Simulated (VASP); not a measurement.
# BaTiO3 (P4/mmm) in VASP: further runs, part 2 of 2

VASP 6.6.1. Earlier steps stand in the parts before.

## 3. Electric field gradients, PBEsol (zz strain of -2 %)

INCAR reads:

```
PREC = Accurate
ENCUT = 520
EDIFF = 1E-8
ISMEAR = -1
SIGMA = 0.03
LREAL = False
LASPH = True
NELM = 60
ALGO = Normal
ISIF = 2
LWAVE = False
LCHARG = False
GGA = PS
LEFG = True
NBANDS = 28
```

KPOINTS reads:

```
regular mesh
0
Gamma
  7 7 7
```

POSCAR reads:

```
BaTiO3
1.0
    3.9998000000      0.0000000000      0.0000000000
    0.0000000000      3.9998000000      0.0000000000
    0.0000000000      0.0000000000      3.9376400000
Ba Ti O
1 1 3
Direct
    0.0000000000      0.0000000000      0.0000000000
    0.5000000000      0.5000000000      0.5000000000
    0.5000000000      0.5000000000      0.0000000000
    0.5000000000      0.0000000000      0.5000000000
    0.0000000000      0.5000000000      0.5000000000
```

Potentials or basis: VASP PAW PBE potentials, release 64 (Ba_sv, Ti_sv, O).

On the command line:

```bash
cat potpaw_PBE.64/Ba_sv/POTCAR potpaw_PBE.64/Ti_sv/POTCAR potpaw_PBE.64/O/POTCAR > POTCAR
mpirun -np 1 vasp_std > vasp.out
```

OUTCAR:

```text
PREC = Accurate
   ENCUT = 520
   EDIFF = 1E-8
   ISMEAR = -1
   LREAL = False
   LASPH = True
   NELM = 60
   ISIF = 2
   GGA = PS

 ion  position               nearest neighbor table
   1  0.000  0.000  0.000-   4 2.81   5 2.81   4 2.81   5 2.81   5 2.81   5 2.81   4 2.81   4 2.81
                             3 2.83   3 2.83   3 2.83   3 2.83   2 3.45   2 3.45   2 3.45   2 3.45
   2  0.500  0.500  0.500-   3 1.97   3 1.97   5 2.00   4 2.00   4 2.00   5 2.00   1 3.45   1 3.45
                             1 3.45   1 3.45   1 3.45   1 3.45   1 3.45   1 3.45
   3  0.500  0.500  0.000-   2 1.97   2 1.97   1 2.83   1 2.83   1 2.83   1 2.83
   4  0.500  0.000  0.500-   2 2.00   2 2.00   1 2.81   1 2.81   1 2.81   1 2.81
   5  0.000  0.500  0.500-   2 2.00   2 2.00   1 2.81   1 2.81   1 2.81   1 2.81

  LATTYP: Found a simple tetragonal cell.
 ALAT       =     3.9998000000
 C/A-ratio  =     0.9844592230

  Lattice vectors:

 A1 = (   3.9998000000,   0.0000000000,   0.0000000000)
 A2 = (   0.0000000000,   3.9998000000,   0.0000000000)
 A3 = (   0.0000000000,   0.0000000000,   3.9376400000)

Analysis of symmetry for initial positions (statically):
=====================================================================
 Subroutine PRICEL returns:
 Original cell was already a primitive cell.

 Routine SETGRP: Setting up the symmetry group for a
 simple tetragonal supercell.

 Subroutine GETGRP returns: Found 16 space group operations
 (whereof 16 operations were pure point group operations)
 out of a pool of 16 trial point group operations.

The static configuration has the point symmetry D_4h.

Analysis of symmetry for dynamics (positions and initial velocities):
=====================================================================
 Subroutine PRICEL returns:
 Original cell was already a primitive cell.

 Routine SETGRP: Setting up the symmetry group for a
 simple tetragonal supercell.

 Subroutine GETGRP returns: Found 16 space group operations
 (whereof 16 operations were pure point group operations)
 out of a pool of 16 trial point group operations.

The dynamic configuration has the point symmetry D_4h.

 Subroutine INISYM returns: Found 16 space group operations
 (whereof 16 operations are pure point group operations),
 and found     1 'primitive' translations

----------------------------------------------------------------------------------------

                                     Primitive cell

  volume of cell :      62.9959

  direct lattice vectors                    reciprocal lattice vectors
     3.999800000  0.000000000  0.000000000     0.250012501  0.000000000  0.000000000
     0.000000000  3.999800000  0.000000000     0.000000000  0.250012501  0.000000000
     0.000000000  0.000000000  3.937640000     0.000000000  0.000000000  0.253959224

  length of vectors
     3.999800000  3.999800000  3.937640000     0.250012501  0.250012501  0.253959224

  position of ions in fractional coordinates (direct lattice)
[... 103 lines left out ...]
   IMIX   =      4    mixing-type and parameters
     AMIX     =   0.40;   BMIX     =  1.00
     AMIX_MAG =   1.60;   BMIX_MAG =  1.00
  volume/ion in A,a.u.               =      12.60        85.02
  Fermi-wavevector in a.u.,A,eV,Ry     =   1.407097  2.659027 26.938466  1.979921
  Thomas-Fermi vector in A             =   2.529390
   LORBIT       =      0    0 simple, 1 ext, 2 COOP (PROOUT), +10 PAW based schemes
   GGA     = PS    functional components
   LHFCALC =     F    Hartree Fock is set to
   AEXX    =    0.0000 exact exchange contribution
   IVDW    =     0    specifies the selected vdW correction
   LEPSILON=     F    determine dielectric tensor
   LRPA    =     F    only Hartree local field effects (RPA)
 non-spin polarized calculation
  energy-cutoff  :      520.00
  volume of cell :       63.00
 maximum number of plane-waves:      1727
 NGX is ok and might be reduce to    30
   NGX = 15   NGY = 15   NGZ = 15

 number of electron      39.9999981 magnetization

 Free energy of the ion-electron system (eV)
  ---------------------------------------------------
  ext. energy  EPLUGINS =         0.00000000
  ---------------------------------------------------
  free energy    TOTEN  =       -41.97408211 eV

  energy without entropy =      -41.97408211  energy(sigma->0) =      -41.97408211

 E-fermi :   4.4746     XC(G=0): -11.6112

 val. band max:        3.7683315215   @ k =   0.4286   0.4286   0.4286
 cond. band min:       5.5414013327   @ k =   0.0000   0.0000   0.0000
 fundamental gap:      1.7730698112
 Fermi energy:         4.4746473788

 k-point     1 :       0.0000    0.0000    0.0000
  band No.  band energies     occupation
      1     -52.4656      2.00000
      2     -28.8070      2.00000
      3     -28.7967      2.00000
      4     -28.7967      2.00000
      5     -20.8921      2.00000
      6     -13.0350      2.00000
[... 733 lines left out ...]
     27      12.3836      0.00000
     28      12.7457      0.00000

 [... further k-points ...]

------------------------ aborting loop because EDIFF is reached ----------------------------------------

  FORCE on cell =-STRESS in cart. coord.  units (eV):
  Direction    XX          YY          ZZ          XY          YZ          ZX
  --------------------------------------------------------------------------------------
  -------------------------------------------------------------------------------------
  Total       -0.1296523     -0.1296523      1.1766200      0.0000000      0.0000000      0.0000000
  in kB       -3.2974507     -3.2974507     29.9250068      0.0000000      0.0000000      0.0000000
  external PRESSURE =       7.7767018 kB  Pullay stress =       0.0000000 kB

 VOLUME and BASIS-vectors are now :
 -----------------------------------------------------------------------------
  energy-cutoff  :      520.00
  volume of cell :       63.00
      direct lattice vectors                 reciprocal lattice vectors
     3.999800000  0.000000000  0.000000000     0.250012501  0.000000000  0.000000000
     0.000000000  3.999800000  0.000000000     0.000000000  0.250012501  0.000000000
     0.000000000  0.000000000  3.937640000     0.000000000  0.000000000  0.253959224

 POSITION                                       TOTAL-FORCE (eV/Angst)
 -----------------------------------------------------------------------------------
      0.00000      0.00000      0.00000         0.000000      0.000000      0.000000
      1.99990      1.99990      1.96882         0.000000      0.000000      0.000000
      1.99990      1.99990      0.00000         0.000000      0.000000      0.000000
      1.99990      0.00000      1.96882         0.000000      0.000000      0.000000
      0.00000      1.99990      1.96882         0.000000      0.000000      0.000000
 -----------------------------------------------------------------------------------
    total drift:                                0.000000      0.000000     -0.000000

  FREE ENERGIE OF THE ION-ELECTRON SYSTEM (eV)
  ---------------------------------------------------
  free  energy   TOTEN  =       -41.9740821149 eV

  energy  without entropy=      -41.9740821149  energy(sigma->0) =      -41.97408211

 Electric field gradients (V/A^2)
---------------------------------------------------------------------
 ion       V_xx      V_yy      V_zz      V_xy      V_xz      V_yz
---------------------------------------------------------------------
   1       0.987     0.987    -1.974    -0.000    -0.000    -0.000
   2       7.181     7.181   -14.362     0.000    -0.000     0.000
   3      -8.103    -8.103    16.207    -0.000    -0.000     0.000
   4      -9.312    23.734   -14.422     0.000     0.000    -0.000
   5      23.734    -9.312   -14.422    -0.000     0.000     0.000
---------------------------------------------------------------------

 Electric field gradients after diagonalization (V/A^2)
 (convention: |V_zz| > |V_xx| > |V_yy|)
----------------------------------------------------------------------
 ion       V_xx      V_yy      V_zz     asymmetry (V_yy - V_xx)/ V_zz
----------------------------------------------------------------------
   1       0.987     0.987    -1.974       0.000
   2       7.181     7.181   -14.362       0.000
   3      -8.103    -8.103    16.207       0.000
   4     -14.422    -9.312    23.734       0.215
   5     -14.422    -9.312    23.734       0.215
----------------------------------------------------------------------

           NMR quadrupolar parameters

 Cq : quadrupolar parameter    Cq=e*Q*V_zz/h
 eta: asymmetry parameters     (V_yy - V_xx)/ V_zz
 Q  : nuclear electric quadrupole moment in mb (millibarn)
----------------------------------------------------------------------
 ion       Cq(MHz)       eta       Q (mb)
----------------------------------------------------------------------
   1      -0.005       0.000       1.000
   2      -0.035       0.000       1.000
   3       0.039       0.000       1.000
   4       0.057       0.215       1.000
   5       0.057       0.215       1.000
----------------------------------------------------------------------
```

stdout:

```text
POSCAR found type information on POSCAR BaTiO
 POSCAR found :  3 types and       5 ions
 scaLAPACK will be used
 -----------------------------------------------------------------------------
|                                                                             |
|                                                                             |
|     You enforced a specific xc type in the INCAR file but a different       |
|     I HOPE YOU KNOW WHAT YOU ARE DOING!                                     |
|                                                                             |
 -----------------------------------------------------------------------------

 LDA part: xc-table for (Slater+PW92), standard interpolation
 POSCAR, INCAR and KPOINTS ok, starting setup
 FFT: planning ... GRIDC
 FFT: planning ... GRID_SOFT
 FFT: planning ... GRID
 WAVECAR not read
 entering main loop
ion   1

ion   2

ion   3

ion   4

ion   5
```

Wall time 2.3 min (1 thread of AMD EPYC 7R13, shared host); peak memory 0.19 GiB.

Results:

```yaml
Free_energy: -41.9741 eV
Pressure: 0.8 GPa
Band_gap_on_the_k_mesh: 1.77 eV (least direct gap 1.83 eV)
Largest_electric_field_gradient_by_atom: Ba -2.0; Ti -14.4; O +16.2, +23.7 (each value once) V/Å²
```

Stress tensor (GPa, compression positive):
```
-0.33  0.00  0.00
 0.00 -0.33  0.00
 0.00  0.00  2.99
```

Electric field gradients, principal values (V/Å²):
| atom | least | middle | greatest (by size) |
| --- | --- | --- | --- |
| 1 Ba | 0.987 | 0.987 | -1.974 |
| 2 Ti | 7.181 | 7.181 | -14.362 |
| 3 O | -8.103 | -8.103 | 16.207 |
| 4 O | -9.312 | -14.422 | 23.734 |
| 5 O | -9.312 | -14.422 | 23.734 |

Caveat: the cell differs from its parent crystal (zz strain of -2 %); without QUAD_EFG the Cq values of the log hold for a quadrupole moment of 1 mb, not for the nuclei; the PAW data sets were made with another functional, which shifts forces and pressure a little; spin-orbit coupling is left out, which moves the levels of the heavy elements; an odd mesh through Γ misses points on the zone boundary, where band edges can lie.
